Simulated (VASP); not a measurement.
# SnTe2 (fluorite type) (Fm-3m) in VASP: notebook

Runs on SnTe2 (fluorite type). Level: PBE. Tasks: single point, relaxation of cell and atoms.

All numbers are computed with VASP 6.6.1; they aren't measurements. Logs are shortened: lines on timing, memory, paths and dates and some standing lists are left out, and cuts for length are marked.

## (1) The cell of the first run

It takes space group Fm-3m (No. 225, cubic). The conventional cell has a = 7.445 Å, b = 7.445 Å, c = 7.445 Å, α = 90.00°, β = 90.00°, γ = 90.00°. Sn (site symmetry m-3m) has 8 Te at 3.22 Å within 4.2 Å. Te (site symmetry -43m) has 4 Sn at 3.22 Å and 6 Te at 3.72 Å within 4.2 Å.

## (2) Single point, PBE

INCAR reads:

```
SYSTEM = SnTe2
  ALGO = Normal
  EDIFF = 1E-6
  ENCUT = 520
  GGA = PE
  ISIF = 2
  ISMEAR = -1
  LASPH = .TRUE.
  LCHARG = .TRUE.
  LELF = .TRUE.
  LREAL = .FALSE.
  LVHAR = .TRUE.
  LWAVE = .FALSE.
  NBANDS = 20
  NELM = 60
  PREC = Accurate
  SIGMA = 0.05
```

KPOINTS reads:

```
k-points
0
G
  10 10 10
  0 0 0
```

POSCAR reads:

```
SnTe2
1.0
    0.0000000000      3.7222602871      3.7222602871
    3.7222602871      0.0000000000      3.7222602871
    3.7222602871      3.7222602871      0.0000000000
Sn Te
1 2
Direct
    0.0000000000      0.0000000000      0.0000000000
    0.2500000000      0.2500000000      0.2500000000
    0.7500000000      0.7500000000      0.7500000000
```

Potentials or basis: VASP PAW PBE potentials, release 64 (Sn_d, Te).

On the command line:

```sh
> cat potpaw_PBE.64/Sn_d/POTCAR potpaw_PBE.64/Te/POTCAR > POTCAR
> mpirun -np 1 vasp_std > vasp.out
```

OUTCAR:

```text
SYSTEM = SnTe2
   EDIFF = 1E-6
   ENCUT = 520
   GGA = PE
   ISIF = 2
   ISMEAR = -1
   LASPH = .TRUE.
   LREAL = .FALSE.
   NELM = 60
   PREC = Accurate

 ion  position               nearest neighbor table
   1  0.000  0.000  0.000-   3 3.22   3 3.22   3 3.22   2 3.22   3 3.22   2 3.22   2 3.22   2 3.22

   2  0.250  0.250  0.250-   1 3.22   1 3.22   1 3.22   1 3.22
   3  0.750  0.750  0.750-   1 3.22   1 3.22   1 3.22   1 3.22

  LATTYP: Found a face centered cubic cell.
 ALAT       =     7.4445205742

  Lattice vectors:

 A1 = (   0.0000000000,   3.7222602871,   3.7222602871)
 A2 = (   3.7222602871,   0.0000000000,   3.7222602871)
 A3 = (   3.7222602871,   3.7222602871,   0.0000000000)

Analysis of symmetry for initial positions (statically):
=====================================================================
 Subroutine PRICEL returns:
 Original cell was already a primitive cell.

 Routine SETGRP: Setting up the symmetry group for a
 face centered cubic supercell.

 Subroutine GETGRP returns: Found 48 space group operations
 (whereof 48 operations were pure point group operations)
 out of a pool of 48 trial point group operations.

The static configuration has the point symmetry O_h .

Analysis of symmetry for dynamics (positions and initial velocities):
=====================================================================
 Subroutine PRICEL returns:
 Original cell was already a primitive cell.

 Routine SETGRP: Setting up the symmetry group for a
 face centered cubic supercell.

 Subroutine GETGRP returns: Found 48 space group operations
 (whereof 48 operations were pure point group operations)
 out of a pool of 48 trial point group operations.

The dynamic configuration has the point symmetry O_h .

 Subroutine INISYM returns: Found 48 space group operations
 (whereof 48 operations are pure point group operations),
 and found     1 'primitive' translations

----------------------------------------------------------------------------------------

                                     Primitive cell

  volume of cell :     103.1455

  direct lattice vectors                    reciprocal lattice vectors
     0.000000000  3.722260287  3.722260287    -0.134326985  0.134326985  0.134326985
     3.722260287  0.000000000  3.722260287     0.134326985 -0.134326985  0.134326985
     3.722260287  3.722260287  0.000000000     0.134326985  0.134326985 -0.134326985

  length of vectors
     5.264070981  5.264070981  5.264070981     0.232661162  0.232661162  0.232661162

  position of ions in fractional coordinates (direct lattice)
     0.000000000  0.000000000  0.000000000
     0.250000000  0.250000000  0.250000000
     0.750000000  0.750000000  0.750000000

  ion indices of the primitive-cell ions
   primitive index   ion index
                 1           1
                 2           2
                 3           3

----------------------------------------------------------------------------------------

 KPOINTS: k-points

Automatic generation of k-mesh.
 Grid dimensions read from file:
 generate k-points for:   10   10   10

 Generating k-lattice:

  Cartesian coordinates                     Fractional coordinates (reciprocal lattice)
    -0.013432698  0.013432698  0.013432698     0.100000000  0.000000000  0.000000000
     0.013432698 -0.013432698  0.013432698     0.000000000  0.100000000  0.000000000
     0.013432698  0.013432698 -0.013432698     0.000000000  0.000000000  0.100000000

  Length of vectors
     0.023266116  0.023266116  0.023266116

  Shift w.r.t. Gamma in fractional coordinates (k-lattice)
     0.000000000  0.000000000  0.000000000

 Subroutine IBZKPT returns following result:
 ===========================================

 Found     47 irreducible k-points:

 Following reciprocal coordinates:
            Coordinates               Weight
  0.000000  0.000000  0.000000      1.000000
  0.100000  0.000000  0.000000      8.000000
  0.200000  0.000000  0.000000      8.000000
  0.300000  0.000000  0.000000      8.000000
  0.400000  0.000000  0.000000      8.000000
  0.500000  0.000000  0.000000      4.000000
[... 16 lines left out ...]
  0.300000  0.300000  0.000000      6.000000
  0.400000  0.300000  0.000000     24.000000
 [... further k-points ...]
   k-points           NKPTS =     47   k-points in BZ     NKDIM =     47   number of bands    NBANDS=     20
   number of dos      NEDOS =    301   number of ions     NIONS =      3
   total plane-waves  NPLWV =  64000
   dimension x,y,z NGX =    40 NGY =   40 NGZ =   40
   dimension x,y,z NGXF=    80 NGYF=   80 NGZF=   80
   ions per type =               1   2
   NGX,Y,Z   is equivalent  to a cutoff of  12.63, 12.63, 12.63 a.u.
   NGXF,Y,Z  is equivalent  to a cutoff of  25.26, 25.26, 25.26 a.u.
 SYSTEM =  SnTe2
   PREC   = accura    normal or accurate (medium, high low for compatibility)
   ISTART =      0    job   : 0-new  1-cont  2-samecut
   ICHARG =      2    charge: 1-file 2-atom 10-const
   ISPIN  =      1    spin polarized calculation?
   LNONCOLLINEAR =      F non collinear calculations
   LSORBIT =      F    spin-orbit coupling
   LASPH  =      T    aspherical Exc in radial PAW
   ENCUT  =  520.0 eV  38.22 Ry    6.18 a.u.   9.79  9.79  9.79*2*pi/ulx,y,z
   NELM   =     60;   NELMIN=  2; NELMDL= -5     # of ELM steps
   EDIFF  = 0.1E-05   stopping-criterion for ELM
   LREAL  =      F    real-space projection
   EDIFFG = 0.1E-04   stopping-criterion for IOM
   NSW    =      0    number of steps for IOM
   IBRION =     -1    ionic relax: 0-MD 1-quasi-New 2-CG
   NFREE  =      0    steps in history (QN), initial steepest desc. (CG)
   ISIF   =      2    stress and relaxation
   ISYM   =      2    0-nonsym 1-usesym 2-fastsym
   POTIM  = 0.5000    time-step for ionic-motion
   TEBEG  =    0.0;   TEEND  =   0.0 temperature during run
   PSTRESS=    0.0 pullay stress
   NELECT =      26.0000    total number of electrons
   NUPDOWN=      -1.0000    fix difference up-down
   EMIN   =  10.00;   EMAX   =-10.00  energy-range for DOS
   EFERMI =   0.00;   METHOD = LEGACY
   ISMEAR =    -1;   SIGMA  =   0.05  broadening in eV -4-tet -1-fermi 0-gaus
   EFERMI_NEDOS =   21; number of points for ismear=-14 and -15
   IALGO  =     38    algorithm
   IMIX   =      4    mixing-type and parameters
     AMIX     =   0.40;   BMIX     =  1.00
     AMIX_MAG =   1.60;   BMIX_MAG =  1.00
  volume/ion in A,a.u.               =      34.38       232.02
  Fermi-wavevector in a.u.,A,eV,Ry     =   1.034148  1.954256 14.550905  1.069461
  Thomas-Fermi vector in A             =   2.168429
   LORBIT       =      0    0 simple, 1 ext, 2 COOP (PROOUT), +10 PAW based schemes
   GGA     = PE    functional components
   LHFCALC =     F    Hartree Fock is set to
   AEXX    =    0.0000 exact exchange contribution
   IVDW    =     0    specifies the selected vdW correction
   LEPSILON=     F    determine dielectric tensor
   LRPA    =     F    only Hartree local field effects (RPA)
 non-spin polarized calculation
  energy-cutoff  :      520.00
  volume of cell :      103.15
 maximum number of plane-waves:      2804
   NGX = 19   NGY = 19   NGZ = 19

 number of electron      26.0000007 magnetization

 Free energy of the ion-electron system (eV)
  ---------------------------------------------------
  ext. energy  EPLUGINS =         0.00000000
  ---------------------------------------------------
  free energy    TOTEN  =        -9.76388667 eV

  energy without entropy =       -9.73886261  energy(sigma->0) =       -9.75137464

 E-fermi :   5.3361     XC(G=0):  -8.9985

 val. band max:        5.3307150619   @ k =   0.4000   0.2000   0.1000
 cond. band min:       5.3363143336   @ k =   0.4000   0.3000   0.0000
 fundamental gap:      0.0055992718
 Fermi energy:         5.3360853485

 k-point     1 :       0.0000    0.0000    0.0000
  band No.  band energies     occupation
      1     -15.9564      2.00000
      2     -15.9564      2.00000
      3     -15.9564      2.00000
      4     -15.9467      2.00000
      5     -15.9467      2.00000
      6      -6.8907      2.00000
[... 12 lines left out ...]
     19      10.1703      0.00000
     20      11.0189      0.00000

 k-point     2 :       0.1000    0.0000    0.0000
  band No.  band energies     occupation
      1     -15.9566      2.00000
      2     -15.9562      2.00000
      3     -15.9562      2.00000
      4     -15.9467      2.00000
      5     -15.9467      2.00000
      6      -6.8309      2.00000
[... 12 lines left out ...]
     19      10.4295      0.00000
     20      11.3185      0.00000

 k-point     3 :       0.2000    0.0000    0.0000
  band No.  band energies     occupation
      1     -15.9570      2.00000
      2     -15.9559      2.00000
      3     -15.9559      2.00000
      4     -15.9467      2.00000
      5     -15.9467      2.00000
      6      -6.6541      2.00000
[... 12 lines left out ...]
     19      11.1082      0.00000
     20      11.9644      0.00000

 k-point     4 :       0.3000    0.0000    0.0000
  band No.  band energies     occupation
      1     -15.9576      2.00000
      2     -15.9555      2.00000
      3     -15.9555      2.00000
      4     -15.9466      2.00000
      5     -15.9466      2.00000
      6      -6.3699      2.00000
[... 12 lines left out ...]
     19      11.9411      0.00000
     20      11.9411      0.00000

 k-point     5 :       0.4000    0.0000    0.0000
  band No.  band energies     occupation
      1     -15.9581      2.00000
      2     -15.9552      2.00000
      3     -15.9552      2.00000
      4     -15.9466      2.00000
      5     -15.9466      2.00000
      6      -5.9981      2.00000
[... 12 lines left out ...]
     19      12.0532      0.00000
     20      12.0532      0.00000
[... 353 lines left out ...]
      6      -5.9616      2.00000
[... 12 lines left out ...]
     19      12.4647      0.00000
     20      13.2310      0.00000

 k-point    22 :      -0.2000    0.2000    0.0000
  band No.  band energies     occupation
      1     -15.9574      2.00000
      2     -15.9557      2.00000
      3     -15.9554      2.00000
      4     -15.9468      2.00000
      5     -15.9465      2.00000
      6      -6.2845      2.00000
[... 12 lines left out ...]
     19      11.6504      0.00000
     20      12.7875      0.00000

 k-point    23 :       0.3000    0.3000    0.0000
  band No.  band energies     occupation
      1     -15.9591      2.00000
      2     -15.9546      2.00000
      3     -15.9546      2.00000
      4     -15.9471      2.00000
      5     -15.9463      2.00000
      6      -6.2461      2.00000
[... 12 lines left out ...]
     19      12.0406      0.00000
     20      12.7484      0.00000

 k-point    24 :       0.4000    0.3000    0.0000
  band No.  band energies     occupation
      1     -15.9594      2.00000
      2     -15.9544      2.00000
      3     -15.9543      2.00000
      4     -15.9472      2.00000
      5     -15.9462      2.00000
      6      -6.0265      2.00000
[... 12 lines left out ...]
     19      11.5075      0.00000
     20      13.0619      0.00000

 [... further k-points ...]
[... 5 lines left out ...]
  --------------------------------------------------------------------------------------
  -------------------------------------------------------------------------------------
  Total       -0.0055000     -0.0055000     -0.0055000      0.0000000     -0.0000000      0.0000000
  in kB       -0.0854325     -0.0854325     -0.0854325      0.0000000     -0.0000000      0.0000000
  external PRESSURE =      -0.0854325 kB  Pullay stress =       0.0000000 kB

 VOLUME and BASIS-vectors are now :
 -----------------------------------------------------------------------------
  energy-cutoff  :      520.00
  volume of cell :      103.15
      direct lattice vectors                 reciprocal lattice vectors
     0.000000000  3.722260287  3.722260287    -0.134326985  0.134326985  0.134326985
     3.722260287  0.000000000  3.722260287     0.134326985 -0.134326985  0.134326985
     3.722260287  3.722260287  0.000000000     0.134326985  0.134326985 -0.134326985

 POSITION                                       TOTAL-FORCE (eV/Angst)
 -----------------------------------------------------------------------------------
      0.00000      0.00000      0.00000        -0.000000     -0.000000      0.000000
      1.86113      1.86113      1.86113        -0.000000      0.000000      0.000000
      5.58339      5.58339      5.58339         0.000000     -0.000000     -0.000000
 -----------------------------------------------------------------------------------
    total drift:                               -0.000000      0.000000      0.000000

  FREE ENERGIE OF THE ION-ELECTRON SYSTEM (eV)
  ---------------------------------------------------
  free  energy   TOTEN  =        -9.7638866692 eV

  energy  without entropy=       -9.7388626113  energy(sigma->0) =       -9.75137464
```

It took 84 s on 1 thread of Intel Xeon 8259CL, shared host; peak memory 0.29 GiB.

What came out:

```yaml
Free_energy: -9.7639 eV
Pressure: 0.0 GPa
Band_gap_on_the_k_mesh: zero (band 13 reaches 5.99 eV, above the bottom of band 14 at 3.99 eV)
```

Levels at points of the mesh, in eV from the Fermi level:
```tsv
k point	band 9	band 10	band 11	band 12	band 13	band 14	band 15	band 16	band 17	band 18
(0.00, 0.00, 0.00)	-2.56	-2.56	-2.56	-1.34	-1.34	-1.34	1.65	1.65	1.65	4.83
(0.50, 0.00, 0.00)	-2.86	-2.86	-2.42	-1.80	-1.80	0.67	3.22	3.22	4.43	5.85
(0.50, 0.50, 0.00)	-4.16	-4.16	-1.62	0.48	0.48	1.08	2.11	4.12	4.12	5.47
```

Caveat: spin-orbit coupling is left out, which moves the levels of the heavy elements.

## (3) Relaxation of cell and atoms, PBE

This run uses another cell than the first one, of 24.83 Å³/atom, 0.722 times its volume.

INCAR reads:

```
ALGO = Normal
EDIFF = 1E-6
EDIFFG = -0.005
ENCUT = 600
GGA = PE
IBRION = 2
ISIF = 3
ISMEAR = -1
LASPH = T
LCHARG = F
LREAL = F
LWAVE = F
NELM = 100
NSW = 100
PREC = Accurate
SIGMA = 0.05
```

KPOINTS reads:

```
k-points
0
Gamma
  10 10 10
```

POSCAR reads:

```
SnTe2
1.0
    0.0000000000      3.3393647261      3.3393647261
    3.3393647261      0.0000000000      3.3393647261
    3.3393647261      3.3393647261      0.0000000000
Sn Te
1 2
Direct
    0.0000000000      0.0000000000      0.0000000000
    0.2500000000      0.2500000000      0.2500000000
    0.7500000000      0.7500000000      0.7500000000
```

Potentials or basis: VASP PAW PBE potentials, release 64 (Sn_d, Te).

On the command line:

```sh
> cat potpaw_PBE.64/Sn_d/POTCAR potpaw_PBE.64/Te/POTCAR > POTCAR
> mpirun -np 1 vasp_std > vasp.out
```

Wall time 7.7 min (1 thread of Intel Xeon 8259CL, shared host); peak memory 0.3 GiB.

It converged, with:

```yaml
Free_energy: -9.7606 eV
Relaxed_volume: 34.39 Å³/atom
Relaxed_cell: a = 5.265 Å, b = 5.265 Å, c = 5.265 Å, α = 60.00°, β = 60.00°, γ = 60.00°
Space_group_after_relaxing_to_0.05_Å: Fm-3m (No. 225)
Energy_gained_by_relaxing: 559.6 meV/atom
Ionic_steps: 5
Pressure_after_relaxing: 0.0 GPa
Band_gap_on_the_k_mesh: zero (band 13 reaches 5.99 eV, above the bottom of band 14 at 3.99 eV)
```

The path:
```tsv
step	energy change (eV)	largest force (eV/Å)	pressure (GPa)	volume (Å³)
1	0.0000	0.0000	25.50	74.48
2	-1.2982	0.0000	-4.47	125.71
3	-1.6787	0.0000	0.19	102.65
4	-1.6789	0.0000	-0.07	103.37
5	-1.6789	0.0000	0.01	103.17
```

Final structure:
```
CELL_PARAMETERS angstrom
0.00000 3.72258 3.72258
3.72258 0.00000 3.72258
3.72258 3.72258 0.00000
ATOMIC_POSITIONS crystal
Sn 0.00000 0.00000 0.00000
Te 0.25000 0.25000 0.25000
Te 0.75000 0.75000 0.75000
```

Levels at points of the mesh, in eV from the Fermi level:
```
           k point  band 10  band 11  band 12  band 13  band 14  band 15  band 16  band 17
(0.00, 0.00, 0.00)    -2.56    -2.56    -1.34    -1.34    -1.34     1.65     1.65     1.65
(0.50, 0.00, 0.00)    -2.86    -2.42    -1.79    -1.79     0.66     3.22     3.22     4.43
(0.50, 0.50, 0.00)    -4.16    -1.62     0.48     0.48     1.08     2.11     4.12     4.12
```

Caveat: the volume moved by over 15 % at a fixed basis, so the end points are rough; spin-orbit coupling is left out, which moves the levels of the heavy elements.
